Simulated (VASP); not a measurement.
# Si8HS16 (a cell with a defect) in VASP: single point with PBE

Aim: the single point of Si8HS16 (a cell with a defect) with PBE.

Everything below comes from runs of VASP 6.6.1. Logs are shortened: lines on timing, memory, paths and dates and some standing lists are left out, and cuts for length are marked.

### 1 The cell of the first run

The cell holds a defect, 25 atoms: a = 8.476 Å, b = 8.476 Å, c = 11.088 Å, α = 90.00°, β = 90.00°, γ = 97.43°.

### 2 Single point, PBE

Contents of INCAR:

```
SYSTEM = Si8HS16
  ALGO = Normal
  EDIFF = 1E-6
  ENCUT = 400
  GGA = PE
  GGA_COMPAT = .False.
  ISIF = 2
  ISMEAR = 0
  LASPH = .True.
  LCHARG = .False.
  LREAL = .False.
  LWAVE = .False.
  NBANDS = 82
  NELECT = 130.0
  NELM = 120
  PREC = Accurate
  SIGMA = 0.02
```

Contents of KPOINTS:

```
Automatic mesh
0
Gamma
  2 2 2
  0.5 0.5 0.5
```

Contents of POSCAR:

```
Si8HS16
1.0
   -6.3694089842      0.0000000000      5.5926732962
    6.3694089842      0.0000000000      5.5926732962
    0.0000000000     11.0875936402      0.0000000000
Si S H
8 16 1
Direct
    0.4726155415      0.2774225490     -0.0001781270
    0.8748127292      0.3749227068      0.4997550578
    0.7773842582      0.9725772507     -0.0001782172
    0.3751872493      0.8750772717      0.4997550578
    0.1249997137      0.1249998707     -0.0118911284
    0.6249999639      0.1250000411      0.4998135916
    0.6249999336      0.6249997766      0.0115047506
    0.1250000411      0.6249999639      0.4997022059
    0.0898581110      0.4099967620      0.3950097868
    0.6699850919      0.4294637180      0.8975120592
    0.5917408703      0.9084016476      0.3970666804
   -0.0241598412      0.9626530665      0.8717696836
    0.9294846113      0.1699450665      0.1021212570
    0.4084014128      0.0915501939      0.6025458920
    0.4625886646      0.4758898987      0.1278345010
    0.9099916545      0.5900437590      0.6044036441
    0.8415985935      0.1584498098      0.6025458920
    0.3205148019      0.0800548151      0.1021213472
    0.3400083240      0.6599562195      0.6044036441
    0.7874109672      0.7741098901      0.1278344108
    0.2741596661      0.2873467609      0.8717697738
    0.6582591082      0.3415983309      0.3970666804
    0.5800149214      0.8205355104      0.8975118789
    0.1601418034      0.8400031548      0.3950097868
    0.6250018413      0.1250019186     -0.0001374509
```

Potentials or basis: VASP PAW PBE potentials, release 64 (Si, S, H).

Started as:

```
cat potpaw_PBE.64/Si/POTCAR potpaw_PBE.64/S/POTCAR potpaw_PBE.64/H/POTCAR > POTCAR
mpirun -np 1 vasp_std > vasp.out
```

OUTCAR:

```text
SYSTEM = Si8HS16
   EDIFF = 1E-6
   ENCUT = 400
   GGA = PE
   ISIF = 2
   ISMEAR = 0
   LASPH = .True.
   LREAL = .False.
   NELECT = 130.0
   NELM = 120
   PREC = Accurate

 ion  position               nearest neighbor table
   1  0.473  0.277  1.000-  25 1.94  15 2.21  21 2.21  10 2.28  18 2.28   7 3.06   5 3.06
   2  0.875  0.375  0.500-  22 2.15  17 2.15  16 2.15   9 2.15   6 2.79   8 2.80
   3  0.777  0.973  1.000-  25 1.94  20 2.21  12 2.21  23 2.28  13 2.28   7 3.06   5 3.06
   4  0.375  0.875  0.500-  11 2.15  14 2.15  19 2.15  24 2.15   6 2.79   8 2.80
   5  0.125  0.125  0.988-  13 2.16  18 2.16  12 2.17  21 2.17   3 3.06   1 3.06
   6  0.625  0.125  0.500-  14 2.15  17 2.15  22 2.15  11 2.15   2 2.79   4 2.79
   7  0.625  0.625  0.012-  23 2.16  10 2.16  20 2.17  15 2.17   1 3.06   3 3.06
   8  0.125  0.625  0.500-  24 2.15   9 2.15  19 2.15  16 2.15   4 2.80   2 2.80
   9  0.090  0.410  0.395-   8 2.15   2 2.15
  10  0.670  0.429  0.898-   7 2.16   1 2.28
  11  0.592  0.908  0.397-   4 2.15   6 2.15
  12  0.976  0.963  0.872-   5 2.17   3 2.21
  13  0.929  0.170  0.102-   5 2.16   3 2.28
  14  0.408  0.092  0.603-   4 2.15   6 2.15
[... 9 lines left out ...]
  24  0.160  0.840  0.395-   8 2.15   4 2.15
  25  0.625  0.125  1.000-   1 1.94   3 1.94

  LATTYP: Found a base centered orthorhombic cell.
 ALAT       =    11.1853465924
 B/A-ratio  =     1.1388845096
 C/A-ratio  =     0.9912606238

  Lattice vectors:

 A1 = (  -6.3694089842,   0.0000000000,   5.5926732962)
 A2 = (   6.3694089842,   0.0000000000,   5.5926732962)
 A3 = (   0.0000000000,  11.0875936402,   0.0000000000)

Analysis of symmetry for initial positions (statically):
=====================================================================
 Subroutine PRICEL returns:
 Original cell was already a primitive cell.

 Routine SETGRP: Setting up the symmetry group for a
 base centered orthorhombic supercell.

 Subroutine GETGRP returns: Found  2 space group operations
 (whereof  1 operations were pure point group operations)
 out of a pool of  8 trial point group operations.

The static configuration has the point symmetry C_1 .
 The point group associated with its full space group is C_2 .

Analysis of symmetry for dynamics (positions and initial velocities):
=====================================================================
 Subroutine PRICEL returns:
 Original cell was already a primitive cell.

 Routine SETGRP: Setting up the symmetry group for a
 base centered orthorhombic supercell.

 Subroutine GETGRP returns: Found  2 space group operations
 (whereof  1 operations were pure point group operations)
 out of a pool of  8 trial point group operations.

The dynamic configuration has the point symmetry C_1 .
 The point group associated with its full space group is C_2 .

 Subroutine INISYM returns: Found  2 space group operations
 (whereof  1 operations are pure point group operations),
 and found     1 'primitive' translations

----------------------------------------------------------------------------------------

                                     Primitive cell

  volume of cell :     789.9250

  direct lattice vectors                    reciprocal lattice vectors
    -6.369408984  0.000000000  5.592673296    -0.078500219  0.000000000  0.089402683
     6.369408984  0.000000000  5.592673296     0.078500219  0.000000000  0.089402683
     0.000000000 11.087593640  0.000000000     0.000000000  0.090190896  0.000000000

  length of vectors
     8.476282523  8.476282523 11.087593640     0.118975309  0.118975309  0.090190896

  position of ions in fractional coordinates (direct lattice)
     0.472615541  0.277422549  0.999821873
     0.874812729  0.374922707  0.499755058
     0.777384258  0.972577251  0.999821783
     0.375187249  0.875077272  0.499755058
     0.124999714  0.124999871  0.988108872
     0.624999964  0.125000041  0.499813592
[... 17 lines left out ...]
     0.160141803  0.840003155  0.395009787
     0.625001841  0.125001919  0.999862549

  ion indices of the primitive-cell ions
   primitive index   ion index
                 1           1
                 2           2
                 3           3
                 4           4
                 5           5
                 6           6
[... 17 lines left out ...]
                24          24
                25          25

----------------------------------------------------------------------------------------

 KPOINTS: Automatic mesh

Automatic generation of k-mesh.
 Grid dimensions read from file:
 generate k-points for:    2    2    2

 Generating k-lattice:

  Cartesian coordinates                     Fractional coordinates (reciprocal lattice)
    -0.039250109  0.000000000  0.044701342     0.500000000  0.000000000  0.000000000
     0.039250109  0.000000000  0.044701342     0.000000000  0.500000000  0.000000000
     0.000000000  0.045095448  0.000000000     0.000000000  0.000000000  0.500000000

  Length of vectors
     0.059487655  0.059487655  0.045095448

  Shift w.r.t. Gamma in fractional coordinates (k-lattice)
     0.500000000  0.500000000  0.500000000

 Subroutine IBZKPT returns following result:
 ===========================================

 Found      2 irreducible k-points:

 Following reciprocal coordinates:
            Coordinates               Weight
  0.250000  0.250000  0.250000      4.000000
 -0.250000  0.250000  0.250000      4.000000
   k-points           NKPTS =      2   k-points in BZ     NKDIM =      2   number of bands    NBANDS=     82
   number of dos      NEDOS =    301   number of ions     NIONS =     25
   total plane-waves  NPLWV = 225792
   dimension x,y,z NGX =    56 NGY =   56 NGZ =   72
   dimension x,y,z NGXF=   112 NGYF=  112 NGZF=  144
   ions per type =               8  16   1
   NGX,Y,Z   is equivalent  to a cutoff of  10.98, 10.98, 10.80 a.u.
   NGXF,Y,Z  is equivalent  to a cutoff of  21.97, 21.97, 21.59 a.u.
 SYSTEM =  Si8HS16
   PREC   = accura    normal or accurate (medium, high low for compatibility)
   ISTART =      0    job   : 0-new  1-cont  2-samecut
   ICHARG =      2    charge: 1-file 2-atom 10-const
   ISPIN  =      1    spin polarized calculation?
   LNONCOLLINEAR =      F non collinear calculations
   LSORBIT =      F    spin-orbit coupling
   LASPH  =      T    aspherical Exc in radial PAW
   ENCUT  =  400.0 eV  29.40 Ry    5.42 a.u.  13.82 13.82 18.08*2*pi/ulx,y,z
   NELM   =    120;   NELMIN=  2; NELMDL= -5     # of ELM steps
   EDIFF  = 0.1E-05   stopping-criterion for ELM
   LREAL  =      F    real-space projection
   EDIFFG = 0.1E-04   stopping-criterion for IOM
   NSW    =      0    number of steps for IOM
   IBRION =     -1    ionic relax: 0-MD 1-quasi-New 2-CG
   NFREE  =      0    steps in history (QN), initial steepest desc. (CG)
   ISIF   =      2    stress and relaxation
   ISYM   =      2    0-nonsym 1-usesym 2-fastsym
   POTIM  = 0.5000    time-step for ionic-motion
   TEBEG  =    0.0;   TEEND  =   0.0 temperature during run
   PSTRESS=    0.0 pullay stress
   NELECT =     130.0000    total number of electrons
   NUPDOWN=      -1.0000    fix difference up-down
   EMIN   =  10.00;   EMAX   =-10.00  energy-range for DOS
   EFERMI =   0.00;   METHOD = LEGACY
   ISMEAR =     0;   SIGMA  =   0.02  broadening in eV -4-tet -1-fermi 0-gaus
   EFERMI_NEDOS =   21; number of points for ismear=-14 and -15
   IALGO  =     38    algorithm
   IMIX   =      4    mixing-type and parameters
     AMIX     =   0.40;   BMIX     =  1.00
     AMIX_MAG =   1.60;   BMIX_MAG =  1.00
  volume/ion in A,a.u.               =      31.60       213.23
  Fermi-wavevector in a.u.,A,eV,Ry     =   0.897141  1.695350 10.950809  0.804862
  Thomas-Fermi vector in A             =   2.019688
   LORBIT       =      0    0 simple, 1 ext, 2 COOP (PROOUT), +10 PAW based schemes
   GGA     = PE    functional components
   LHFCALC =     F    Hartree Fock is set to
   AEXX    =    0.0000 exact exchange contribution
   IVDW    =     0    specifies the selected vdW correction
   LEPSILON=     F    determine dielectric tensor
   LRPA    =     F    only Hartree local field effects (RPA)
 non-spin polarized calculation
 Gauss-broadening in eV      SIGMA  =   0.02
  energy-cutoff  :      400.00
  volume of cell :      789.93
 maximum number of plane-waves:     14351
   NGX = 27   NGY = 27   NGZ = 37

 number of electron     129.9999999 magnetization

 Free energy of the ion-electron system (eV)
  ---------------------------------------------------
  ext. energy  EPLUGINS =         0.00000000
  ---------------------------------------------------
  free energy    TOTEN  =      -125.00685370 eV

  energy without entropy =     -125.00685370  energy(sigma->0) =     -125.00685370

 E-fermi :   0.4668     XC(G=0):  -6.9286

 val. band max:        0.3499339582   @ k =  -0.2500   0.2500   0.2500
 cond. band min:       2.3592315389   @ k =  -0.2500   0.2500   0.2500
 fundamental gap:      2.0092975807
 Fermi energy:         0.4667815889

 k-point     1 :       0.2500    0.2500    0.2500
  band No.  band energies     occupation
      1     -14.4745      2.00000
      2     -14.4644      2.00000
      3     -13.2304      2.00000
      4     -13.1900      2.00000
      5     -13.1523      2.00000
      6     -13.1439      2.00000
[... 69 lines left out ...]
     76       4.3795      0.00000
     77       4.5154      0.00000

 k-point     2 :      -0.2500    0.2500    0.2500
  band No.  band energies     occupation
      1     -14.6737      2.00000
      2     -13.9002      2.00000
      3     -13.8997      2.00000
      4     -13.3969      2.00000
      5     -12.7396      2.00000
      6     -12.6997      2.00000
[... 69 lines left out ...]
     76       4.3966      0.00000
     77       4.4179      0.00000
 [bands above 77 left out]

------------------------ aborting loop because EDIFF is reached ----------------------------------------

  FORCE on cell =-STRESS in cart. coord.  units (eV):
  Direction    XX          YY          ZZ          XY          YZ          ZX
  --------------------------------------------------------------------------------------
  -------------------------------------------------------------------------------------
  Total       -0.2570398      6.8095603     -3.1379848      0.0000000      0.0000000      0.0018338
  in kB       -0.5213448     13.8115930     -6.3646648      0.0000000      0.0000000      0.0037194
  external PRESSURE =       2.3085278 kB  Pullay stress =       0.0000000 kB

 VOLUME and BASIS-vectors are now :
 -----------------------------------------------------------------------------
  energy-cutoff  :      400.00
  volume of cell :      789.93
      direct lattice vectors                 reciprocal lattice vectors
    -6.369408984  0.000000000  5.592673296    -0.078500219  0.000000000  0.089402683
     6.369408984  0.000000000  5.592673296     0.078500219  0.000000000  0.089402683
     0.000000000 11.087593640  0.000000000     0.000000000  0.090190896  0.000000000

 POSITION                                       TOTAL-FORCE (eV/Angst)
 -----------------------------------------------------------------------------------
     -1.24326     11.08562      4.19472         0.025123     -0.000346     -0.002320
     -3.18400      5.54108      6.98936        -0.000064     -0.000095     -0.006866
      1.24326     11.08562      9.78696        -0.025123     -0.000346      0.002320
      3.18400      5.54108      6.99232         0.000064     -0.000095      0.006866
      0.00000     10.95575      1.39817         0.000000     -0.011553     -0.000000
     -3.18470      5.54173      4.19451        -0.000000     -0.000159     -0.000000
[... 17 lines left out ...]
      4.33031      4.37971      5.59348        -0.029192      0.028787     -0.000961
     -3.18470     11.08607      4.19453         0.000000     -0.000586     -0.000000
 -----------------------------------------------------------------------------------
    total drift:                                0.005871      0.000065      0.196647

  FREE ENERGIE OF THE ION-ELECTRON SYSTEM (eV)
  ---------------------------------------------------
  free  energy   TOTEN  =      -125.0068536956 eV

  energy  without entropy=     -125.0068536956  energy(sigma->0) =     -125.00685370
```

Wall time 3.4 min (1 thread of Oxide Virtual Turin-like, shared host); peak memory 0.49 GiB.

Results:

* Free energy: -125.0069 eV
* Largest force: 0.047 eV/Å

Forces in eV/Å, atoms in the order of the input:
```
Si   0.025  0.000 -0.002
Si   0.000  0.000 -0.007
Si  -0.025  0.000  0.002
Si   0.000  0.000  0.007
Si   0.000 -0.012  0.000
Si   0.000  0.000  0.000
Si   0.000  0.011  0.000
Si   0.000  0.000  0.000
S    0.029  0.029  0.001
S    0.017  0.024  0.000
S    0.034  0.032 -0.001
S    0.013  0.035  0.019
S   -0.015 -0.022 -0.001
S   -0.033 -0.032 -0.001
S   -0.013 -0.036  0.020
S   -0.029 -0.029  0.001
S    0.033 -0.032  0.001
S    0.015 -0.022  0.001
S    0.029 -0.029 -0.001
S    0.013 -0.036 -0.020
S   -0.013  0.035 -0.019
S   -0.034  0.032  0.001
S   -0.017  0.024  0.000
S   -0.029  0.029 -0.001
H    0.000 -0.001  0.000
```

Caveat: the cell carries a net charge on a neutralising background, which shifts energy and pressure; the cell is charged against a uniform background, so pressure and absolute levels hang on convention.
